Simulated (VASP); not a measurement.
# AgCl (C2/m) in VASP: single point with PBE

Aim: the single point of AgCl with PBE.

All numbers are computed with VASP 6.6.1; they aren't measurements. Logs are shortened: lines on timing, memory, paths and dates and some standing lists are left out, and cuts for length are marked.

### Step 1. The cell of the first run

It takes space group C2/m (No. 12, monoclinic). Conventional cell: a = 7.818 Å, b = 4.516 Å, c = 5.975 Å, α = 90.00°, β = 90.08°, γ = 90.00°. Ag (site symmetry m) has 5 Cl at 2.61 to 2.99 Å within 3.4 Å. Within 3.4 Å of Cl (site symmetry m) lie 5 Ag at 2.61 to 2.99 Å.

### Step 2. Single point, PBE

Input file INCAR:

```
PREC = Accurate
ENCUT = 520
EDIFF = 1E-7
ISMEAR = 0
SIGMA = 0.02
LREAL = F
LASPH = T
NELM = 100
ALGO = Normal
ISIF = 2
LWAVE = F
LCHARG = T
GGA = PE
LELF = T
LVHAR = T
NBANDS = 26
```

Input file KPOINTS:

```
regular mesh
0
Gamma
  8 8 6
```

Input file POSCAR:

```
AgCl
1.0
    3.9092328923     -2.2577910414      0.0107292168
    3.9092328923      2.2577910414      0.0107292168
   -0.0243595667      0.0000000000      5.9747348169
Ag Cl
2 2
Direct
    0.1666440902      0.1666440902      0.7499895382
    0.8333559098      0.8333559098      0.2500104618
    0.8332186401      0.8332186401      0.7500099097
    0.1667813599      0.1667813599      0.2499900903
```

Potentials or basis: VASP PAW PBE potentials, release 64 (Ag, Cl).

Run with:

```bash
> cat potpaw_PBE.64/Ag/POTCAR potpaw_PBE.64/Cl/POTCAR > POTCAR
> mpirun -np 1 vasp_std > vasp.out
```

OUTCAR:

```text
PREC = Accurate
   ENCUT = 520
   EDIFF = 1E-7
   ISMEAR = 0
   LREAL = F
   LASPH = T
   NELM = 100
   ISIF = 2
   GGA = PE

 ion  position               nearest neighbor table
   1  0.167  0.167  0.750-   3 2.61   3 2.61   3 2.61   4 2.99   4 2.99
   2  0.833  0.833  0.250-   4 2.61   4 2.61   4 2.61   3 2.99   3 2.99
   3  0.833  0.833  0.750-   1 2.61   1 2.61   1 2.61   2 2.99   2 2.99
   4  0.167  0.167  0.250-   2 2.61   2 2.61   2 2.61   1 2.99   1 2.99

  LATTYP: Found a base centered monoclinic cell.
 ALAT       =     7.8184952318
 B/A-ratio  =     0.5775512997
 C/A-ratio  =     0.7641859844
 COS(beta)  =    -0.0013324961

  Lattice vectors:

 A1 = (   3.9092328923,  -2.2577910414,   0.0107292168)
 A2 = (   3.9092328923,   2.2577910414,   0.0107292168)
 A3 = (  -0.0243595667,   0.0000000000,   5.9747348169)

Analysis of symmetry for initial positions (statically):
=====================================================================
 Subroutine PRICEL returns:
 Original cell was already a primitive cell.

 Routine SETGRP: Setting up the symmetry group for a
 base centered monoclinic supercell.

 Subroutine GETGRP returns: Found  4 space group operations
 (whereof  4 operations were pure point group operations)
 out of a pool of  4 trial point group operations.

The static configuration has the point symmetry C_2h.

Analysis of symmetry for dynamics (positions and initial velocities):
=====================================================================
 Subroutine PRICEL returns:
 Original cell was already a primitive cell.

 Routine SETGRP: Setting up the symmetry group for a
 base centered monoclinic supercell.

 Subroutine GETGRP returns: Found  4 space group operations
 (whereof  4 operations were pure point group operations)
 out of a pool of  4 trial point group operations.

The dynamic configuration has the point symmetry C_2h.

 Subroutine INISYM returns: Found  4 space group operations
 (whereof  4 operations are pure point group operations),
 and found     1 'primitive' translations

----------------------------------------------------------------------------------------

                                     Primitive cell

  volume of cell :     105.4700

  direct lattice vectors                    reciprocal lattice vectors
     3.909232892 -2.257791041  0.010729217     0.127900900 -0.221455392  0.000521464
     3.909232892  2.257791041  0.010729217     0.127900900  0.221455392  0.000521464
    -0.024359567  0.000000000  5.974734817    -0.000459360  0.000000000  0.167369572

  length of vectors
     4.514403317  4.514403317  5.974784475     0.255736980  0.255736980  0.167370203

  position of ions in fractional coordinates (direct lattice)
     0.166644090  0.166644090  0.749989538
     0.833355910  0.833355910  0.250010462
     0.833218640  0.833218640  0.750009910
     0.166781360  0.166781360  0.249990090

  ion indices of the primitive-cell ions
   primitive index   ion index
                 1           1
                 2           2
                 3           3
                 4           4

----------------------------------------------------------------------------------------

 KPOINTS: regular mesh

Automatic generation of k-mesh.
 Grid dimensions read from file:
 generate k-points for:    8    8    6

 Generating k-lattice:

  Cartesian coordinates                     Fractional coordinates (reciprocal lattice)
     0.015987612 -0.027681924  0.000065183     0.125000000 -0.000000000  0.000000000
     0.015987612  0.027681924  0.000065183    -0.000000000  0.125000000  0.000000000
    -0.000076560  0.000000000  0.027894929     0.000000000  0.000000000  0.166666667

  Length of vectors
     0.031967122  0.031967122  0.027895034

  Shift w.r.t. Gamma in fractional coordinates (k-lattice)
     0.000000000  0.000000000  0.000000000

 Subroutine IBZKPT returns following result:
 ===========================================

 Found    114 irreducible k-points:

 Following reciprocal coordinates:
            Coordinates               Weight
  0.000000  0.000000  0.000000      1.000000
  0.125000  0.000000  0.000000      4.000000
  0.250000  0.000000  0.000000      4.000000
  0.375000  0.000000 -0.000000      4.000000
  0.500000  0.000000  0.000000      2.000000
  0.125000  0.125000  0.000000      2.000000
[... 16 lines left out ...]
  0.125000  0.000000  0.166667      4.000000
  0.250000  0.000000  0.166667      4.000000
 [... further k-points ...]
   k-points           NKPTS =    114   k-points in BZ     NKDIM =    114   number of bands    NBANDS=     26
   number of dos      NEDOS =    301   number of ions     NIONS =      4
   total plane-waves  NPLWV =  62208
   dimension x,y,z NGX =    36 NGY =   36 NGZ =   48
   dimension x,y,z NGXF=    72 NGYF=   72 NGZF=   96
   ions per type =               2   2
   NGX,Y,Z   is equivalent  to a cutoff of  13.26, 13.26, 13.36 a.u.
   NGXF,Y,Z  is equivalent  to a cutoff of  26.51, 26.51, 26.71 a.u.
 SYSTEM =  unknown system
   PREC   = accura    normal or accurate (medium, high low for compatibility)
   ISTART =      0    job   : 0-new  1-cont  2-samecut
   ICHARG =      2    charge: 1-file 2-atom 10-const
   ISPIN  =      1    spin polarized calculation?
   LNONCOLLINEAR =      F non collinear calculations
   LSORBIT =      F    spin-orbit coupling
   LASPH  =      T    aspherical Exc in radial PAW
   ENCUT  =  520.0 eV  38.22 Ry    6.18 a.u.   8.39  8.39 11.11*2*pi/ulx,y,z
   NELM   =    100;   NELMIN=  2; NELMDL= -5     # of ELM steps
   EDIFF  = 0.1E-06   stopping-criterion for ELM
   LREAL  =      F    real-space projection
   EDIFFG = 0.1E-05   stopping-criterion for IOM
   NSW    =      0    number of steps for IOM
   IBRION =     -1    ionic relax: 0-MD 1-quasi-New 2-CG
   NFREE  =      0    steps in history (QN), initial steepest desc. (CG)
   ISIF   =      2    stress and relaxation
   ISYM   =      2    0-nonsym 1-usesym 2-fastsym
   POTIM  = 0.5000    time-step for ionic-motion
   TEBEG  =    0.0;   TEEND  =   0.0 temperature during run
   PSTRESS=    0.0 pullay stress
   NELECT =      36.0000    total number of electrons
   NUPDOWN=      -1.0000    fix difference up-down
   EMIN   =  10.00;   EMAX   =-10.00  energy-range for DOS
   EFERMI =   0.00;   METHOD = LEGACY
   ISMEAR =     0;   SIGMA  =   0.02  broadening in eV -4-tet -1-fermi 0-gaus
   EFERMI_NEDOS =   21; number of points for ismear=-14 and -15
   IALGO  =     38    algorithm
   IMIX   =      4    mixing-type and parameters
     AMIX     =   0.40;   BMIX     =  1.00
     AMIX_MAG =   1.60;   BMIX_MAG =  1.00
  volume/ion in A,a.u.               =      26.37       177.94
  Fermi-wavevector in a.u.,A,eV,Ry     =   1.144105  2.162046 17.809719  1.308977
  Thomas-Fermi vector in A             =   2.280799
   LORBIT       =      0    0 simple, 1 ext, 2 COOP (PROOUT), +10 PAW based schemes
   GGA     = PE    functional components
   LHFCALC =     F    Hartree Fock is set to
   AEXX    =    0.0000 exact exchange contribution
   IVDW    =     0    specifies the selected vdW correction
   LEPSILON=     F    determine dielectric tensor
   LRPA    =     F    only Hartree local field effects (RPA)
 non-spin polarized calculation
 Gauss-broadening in eV      SIGMA  =   0.02
  energy-cutoff  :      520.00
  volume of cell :      105.47
 maximum number of plane-waves:      2878
 NGX is ok and might be reduce to    36
   NGX = 17   NGY = 17   NGZ = 23

 number of electron      35.9999993 magnetization

 Free energy of the ion-electron system (eV)
  ---------------------------------------------------
  ext. energy  EPLUGINS =         0.00000000
  ---------------------------------------------------
  free energy    TOTEN  =       -10.86198327 eV

  energy without entropy =      -10.86198327  energy(sigma->0) =      -10.86198327

 E-fermi :   1.9188     XC(G=0):  -8.6464

 val. band max:        1.7604635041   @ k =   0.0000   0.0000   0.0000
 cond. band min:       3.0952437420   @ k =   0.0000   0.0000   0.0000
 fundamental gap:      1.3347802379
 Fermi energy:         1.9187728246

 k-point     1 :       0.0000    0.0000    0.0000
  band No.  band energies     occupation
      1     -12.9019      2.00000
      2     -12.5961      2.00000
      3      -2.3048      2.00000
      4      -2.3036      2.00000
      5      -2.1343      2.00000
      6      -2.1342      2.00000
[... 18 lines left out ...]
     25      10.1655      0.00000
     26      12.4416      0.00000

 k-point     2 :       0.1250    0.0000    0.0000
  band No.  band energies     occupation
      1     -12.8791      2.00000
      2     -12.5932      2.00000
      3      -2.3134      2.00000
      4      -2.2595      2.00000
      5      -2.1555      2.00000
      6      -2.0603      2.00000
[... 18 lines left out ...]
     25      10.4268      0.00000
     26      11.8712      0.00000

 k-point     3 :       0.2500    0.0000    0.0000
  band No.  band energies     occupation
      1     -12.8197      2.00000
      2     -12.5902      2.00000
      3      -2.3432      2.00000
      4      -2.1600      2.00000
      5      -2.1351      2.00000
      6      -1.8655      2.00000
[... 18 lines left out ...]
     25      10.9561      0.00000
     26      11.1508      0.00000

 k-point     4 :       0.3750    0.0000   -0.0000
  band No.  band energies     occupation
      1     -12.7490      2.00000
      2     -12.5980      2.00000
      3      -2.3747      2.00000
      4      -2.0965      2.00000
      5      -1.9823      2.00000
      6      -1.6646      2.00000
[... 18 lines left out ...]
     25      11.4015      0.00000
     26      11.7482      0.00000

 k-point     5 :       0.5000    0.0000    0.0000
  band No.  band energies     occupation
      1     -12.7109      2.00000
      2     -12.6099      2.00000
      3      -2.3836      2.00000
      4      -2.0477      2.00000
      5      -1.9077      2.00000
      6      -1.5781      2.00000
[... 18 lines left out ...]
     25      11.6683      0.00000
     26      11.8947      0.00000

 k-point     6 :       0.1250    0.1250    0.0000
  band No.  band energies     occupation
      1     -12.8791      2.00000
      2     -12.5932      2.00000
      3      -2.3125      2.00000
      4      -2.2604      2.00000
      5      -2.1554      2.00000
      6      -2.0604      2.00000
[... 427 lines left out ...]
 k-point    21 :       0.5000    0.5000    0.0000
  band No.  band energies     occupation
      1     -12.7112      2.00000
      2     -12.6096      2.00000
      3      -2.3830      2.00000
      4      -2.0465      2.00000
      5      -1.9092      2.00000
      6      -1.5792      2.00000
[... 18 lines left out ...]
     25      11.6657      0.00000
     26      11.8946      0.00000

 k-point    22 :       0.0000    0.0000    0.1667
  band No.  band energies     occupation
      1     -12.8797      2.00000
      2     -12.6145      2.00000
      3      -2.3008      2.00000
      4      -2.2997      2.00000
      5      -2.1548      2.00000
      6      -2.1547      2.00000
[... 18 lines left out ...]
     25       9.9439      0.00000
     26      12.0990      0.00000

 k-point    23 :       0.1250    0.0000    0.1667
  band No.  band energies     occupation
      1     -12.8580      2.00000
      2     -12.6102      2.00000
      3      -2.3220      2.00000
      4      -2.2540      2.00000
      5      -2.1800      2.00000
      6      -2.0835      2.00000
[... 18 lines left out ...]
     25      10.1923      0.00000
     26      11.4731      0.00000

 k-point    24 :       0.2500    0.0000    0.1667
  band No.  band energies     occupation
      1     -12.8019      2.00000
      2     -12.6031      2.00000
      3      -2.3690      2.00000
      4      -2.2039      2.00000
      5      -2.1262      2.00000
      6      -1.8958      2.00000
[... 18 lines left out ...]
     25      10.6409      0.00000
     26      10.8294      0.00000

 [... further k-points ...]
[... 5 lines left out ...]
  --------------------------------------------------------------------------------------
  -------------------------------------------------------------------------------------
  Total       -0.0856388     -0.0837468     -0.0437401      0.0000000      0.0000000      0.0033717
  in kB       -1.3009255     -1.2721836     -0.6644484      0.0000000      0.0000000      0.0512191
  external PRESSURE =      -1.0791858 kB  Pullay stress =       0.0000000 kB

 VOLUME and BASIS-vectors are now :
 -----------------------------------------------------------------------------
  energy-cutoff  :      520.00
  volume of cell :      105.47
      direct lattice vectors                 reciprocal lattice vectors
     3.909232892 -2.257791041  0.010729217     0.127900900 -0.221455392  0.000521464
     3.909232892  2.257791041  0.010729217     0.127900900  0.221455392  0.000521464
    -0.024359567  0.000000000  5.974734817    -0.000459360  0.000000000  0.167369572

 POSITION                                       TOTAL-FORCE (eV/Angst)
 -----------------------------------------------------------------------------------
      1.28463      0.00000      4.48456        -0.000287      0.000000     -0.000185
      6.50947      0.00000      1.51163         0.000287      0.000000      0.000185
      6.49622      0.00000      4.49899         0.000744      0.000000     -0.000108
      1.29788      0.00000      1.49720        -0.000744      0.000000      0.000108
 -----------------------------------------------------------------------------------
    total drift:                                0.000000      0.000000     -0.000000

  FREE ENERGIE OF THE ION-ELECTRON SYSTEM (eV)
  ---------------------------------------------------
  free  energy   TOTEN  =       -10.8619832664 eV

  energy  without entropy=      -10.8619832664  energy(sigma->0) =      -10.86198327
```

Run time: 2.6 min. Hardware: 1 thread of Intel Xeon Platinum 8559C (Emerald Rapids), shared host; peak memory 0.42 GiB.

Results:

| Quantity | Value |
| --- | --- |
| Free energy | -10.8620 eV |
| Pressure | -0.1 GPa |
| Band gap on the k mesh | 1.33 eV |

Levels at points of the mesh, in eV from the valence-band top:
| k point | band 15 | band 16 | band 17 | band 18 | band 19 | band 20 | band 21 | band 22 |
| --- | --- | --- | --- | --- | --- | --- | --- | --- |
| (0.00, 0.00, 0.00) | -0.24 | -0.24 | 0.00 | 0.00 | 1.33 | 3.03 | 7.53 | 7.53 |
| (0.50, 0.00, 0.00) | -1.36 | -1.34 | -1.28 | -1.01 | 3.97 | 4.43 | 6.13 | 7.26 |
| (0.50, 0.50, 0.00) | -1.36 | -1.34 | -1.28 | -1.01 | 3.97 | 4.43 | 6.14 | 7.26 |
| (0.00, 0.00, 0.50) | -0.09 | -0.09 | -0.09 | -0.09 | 3.14 | 3.14 | 7.47 | 7.47 |
| (0.50, 0.00, 0.50) | -1.12 | -1.12 | -0.32 | -0.31 | 4.68 | 4.68 | 6.09 | 6.10 |
| (0.50, 0.50, 0.50) | -1.12 | -1.12 | -0.32 | -0.31 | 4.68 | 4.68 | 6.08 | 6.10 |

A k mesh can miss the band edges.
